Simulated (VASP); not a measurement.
Gd: single point with r2SCAN

Gd:

```
Gd
1.0
     3.25527    0.00000    0.00000
     0.00000    3.25527    0.00000
     0.00000    0.00000    3.25527
Gd
1
Direct
  0.00000 0.00000 0.00000
```

This isn't the form of Gd at room conditions, which is hcp.

```yaml
Program: VASP 6.6.1
Task: single point
Functional: r2SCAN
Potentials_or_basis: VASP PAW PBE potentials, release 64 (Gd)
Cutoff: 520 eV
k_mesh: 8 × 8 × 8
Occupations: methfessel-paxton, width 0.05 eV
Spin: collinear spin, ferromagnetic start
Starting_moments: "[7.0] μB"
```

- Pressure: 0.0 GPa
- Net moment: 8.10 μB per cell
- Site moments: Gd +7.25 μB
- Valence electrons inside the program's atomic spheres: Gd 15.29

Levels at points of the mesh, in eV from the Fermi level:
Spin up:
```csv
k point,band 11,band 12,band 13,band 14,band 15,band 16
"(0.00, 0.00, 0.00)",-5.53,-4.90,-1.64,-1.64,5.87,5.87
"(0.50, 0.00, 0.00)",-5.52,-2.42,-0.88,0.47,2.87,2.87
"(0.50, 0.50, 0.00)",-5.51,-2.18,-0.66,3.49,3.49,4.12
"(0.50, 0.50, 0.50)",-5.54,-0.96,-0.96,-0.96,6.54,7.65
```
Spin down:
| k point | band 1 | band 2 | band 3 | band 4 | band 5 | band 6 | band 7 | band 8 | band 9 | band 10 |
| --- | --- | --- | --- | --- | --- | --- | --- | --- | --- | --- |
| (0.00, 0.00, 0.00) | -43.15 | -20.45 | -20.45 | -20.45 | -3.69 | 1.04 | 1.04 | 1.63 | 1.63 | 1.63 |
| (0.50, 0.00, 0.00) | -43.06 | -21.51 | -20.34 | -20.34 | -0.22 | 0.73 | 1.43 | 1.68 | 1.68 | 1.71 |
| (0.50, 0.50, 0.00) | -42.98 | -21.34 | -21.34 | -20.25 | -1.49 | 1.45 | 1.45 | 1.61 | 1.69 | 1.69 |
| (0.50, 0.50, 0.50) | -42.89 | -21.18 | -21.18 | -21.18 | 0.28 | 0.28 | 0.28 | 1.23 | 1.66 | 1.66 |

Run time: 4.7 min on 1 thread of AMD EPYC 7R43 64-Core Processor (Zen 3) (shared host), peak memory 0.14 GiB.

Caveat: the PAW data sets were made with another functional, which shifts forces and pressure a little; spin-orbit coupling is left out, which moves the levels of the heavy elements; semilocal functionals describe open f shells poorly, which spoils levels, moments and volumes. The state reached can hang on the start; a lower one may exist.
